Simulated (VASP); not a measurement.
## Sr: single point with r2SCAN

The system is Sr.

```
Sr
1.0
    -2.42500    2.60688    2.42500
     2.42500   -2.60688    2.42500
     2.42500    2.60688   -2.42500
Sr
1
Direct
  0.00000 0.00000 0.00000
```

This cell differs from its parent crystal: strain +0.0750 x Voigt [0, 1, 0, 0, 0, 0].

| Property | Result |
| --- | --- |
| Program | VASP 6.6.1 |
| Task | single point |
| Functional | r2SCAN |
| Potentials or basis | VASP PAW PBE potentials, release 64 (Sr_sv) |
| Cutoff | 520 eV |
| k mesh | 14 × 14 × 14 |
| Occupations | gaussian, width 0.15 eV |
| Spin | no spin polarisation |
| Dipole correction | no |
| Further INCAR settings | ALGO = Normal; EDIFF = 1e-06; NBANDS = 11 |

* Pressure: -0.9 GPa
* Band gap on the k mesh: zero (bands 5 and 6 overlap by 0.28 eV)

Stress tensor (GPa, compression positive):
```
-0.88  0.00  0.00
 0.00 -0.79  0.00
 0.00  0.00 -0.88
```

Levels at points of the mesh, in eV from the Fermi level:
| k point | band 3 | band 4 | band 5 | band 6 | band 7 | band 8 |
| --- | --- | --- | --- | --- | --- | --- |
| (0.00, 0.00, 0.00) | -19.54 | -19.53 | -3.67 | 2.49 | 2.49 | 2.86 |
| (0.50, 0.00, 0.00) | -19.58 | -19.53 | -0.94 | -0.07 | 1.61 | 3.43 |
| (0.00, 0.50, 0.00) | -19.58 | -19.54 | -0.80 | 0.14 | 1.17 | 3.97 |
| (0.50, 0.50, 0.50) | -19.63 | -19.63 | -0.04 | 0.13 | 2.78 | 3.78 |

Wall time 7.6 min on 1 thread of Intel Xeon 8259CL, on a shared host, peak memory 0.31 GiB.

Caveat: the cell differs from its parent crystal (strain +0.0750 x Voigt [0, 1, 0, 0, 0, 0]); the PAW data sets were made with another functional, which shifts forces and pressure a little.
